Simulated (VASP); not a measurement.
A run of VASP 6.6.1 is set up as follows.

INCAR

```
ALGO     = Normal         # electronic algorithm
EDIFF    = 1E-6           # SCF threshold, eV
ENCUT    = 520            # plane-wave cutoff, eV
GGA      = PS             # functional
ISIF     = 2              # what is computed and relaxed
ISMEAR   = -1             # smearing method
ISPIN    = 2              # spin polarisation
LASPH    = T              # aspherical terms in the spheres
LCHARG   = T              # write CHGCAR
LELF     = T              # ELF
LMAXMIX  = 4              # l up to which the mixer works
LORBIT   = 11             # projections on sites
LREAL    = F              # projectors in reciprocal space
LVHAR    = T            
LWAVE    = F              # write WAVECAR
MAGMOM   = 1 1 1 3        # initial moments
NBANDS   = 31             # bands
NELM     = 150            # most SCF steps
PREC     = Accurate       # precision mode
SIGMA    = 0.05           # smearing width, eV
```

File KPOINTS:

```
k-points
0
Gamma
  8 8 8
```

The input POSCAR:

```
FeNi3
1.0
    3.4887598604      0.0000000000      0.0000000000
    0.0000000000      3.4887598604      0.0000000000
    0.0000000000      0.0000000000      3.4887598604
Ni Fe
3 1
Direct
    0.5000000000      0.5000000000      0.0000000000
    0.5000000000      0.0000000000      0.5000000000
    0.0000000000      0.5000000000      0.5000000000
    0.0000000000      0.0000000000      0.0000000000
```

Potentials or basis: VASP PAW PBE potentials, release 64 (Ni, Fe).

Command:

```console
$ cat potpaw_PBE.64/Ni/POTCAR potpaw_PBE.64/Fe/POTCAR > POTCAR
$ mpirun -np 1 vasp_std > vasp.out
```

(1) Predict the pressure.

(2) What does it give for the site moments?

(3) What does it give for the net moment?

Results:

(1) -0.1 GPa.

(2) Ni +0.61; Fe +2.83 μB.

(3) 4.67 μB per cell.

Caveat: the PAW data sets were made with another functional, which shifts forces and pressure a little.
